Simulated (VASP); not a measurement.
Crystal: LiBr.

```xyz
2
Lattice="0.0000 2.7993 2.7993 2.7993 0.0000 2.7993 2.7993 2.7993 0.0000" Properties=species:S:1:pos:R:3 pbc="T T T"
Li    0.0000    0.0000    0.0000
Br    2.7993    2.7993    2.7993
```

- Program: VASP 6.6.1
- Task: relaxation of cell and atoms
- Functional: PBE
- Potentials or basis: VASP PAW PBE potentials, release 64 (Li_sv, Br)
- Cutoff: 750 eV
- k mesh: 8 × 8 × 8
- Occupations: gaussian, width 0.02 eV
- Spin: no spin polarisation

At the start: pressure -1.1 GPa; volume 21.94 Å³/atom.

Q: How do energy, volume and symmetry change on relaxing?

A: Over 3 steps the energy falls by 3.9 meV/atom and the volume is 20.94 Å³/atom (-4.5 %); space group Fm-3m (No. 225, to 0.05 Å).

Step by step:
```csv
step,energy change (eV),largest force (eV/Å),pressure (GPa),volume (Å³)
1,0.0000,0.0000,-1.14,43.87
2,-0.0055,0.0000,-0.65,42.89
3,-0.0078,0.0000,-0.07,41.88
```

Final structure:
```xyz
2
Lattice="0.0000 2.7564 2.7564 2.7564 0.0000 2.7564 2.7564 2.7564 0.0000" Properties=species:S:1:pos:R:3 pbc="T T T"
Li    0.0000    0.0000    0.0000
Br    2.7564    2.7564    2.7564
```
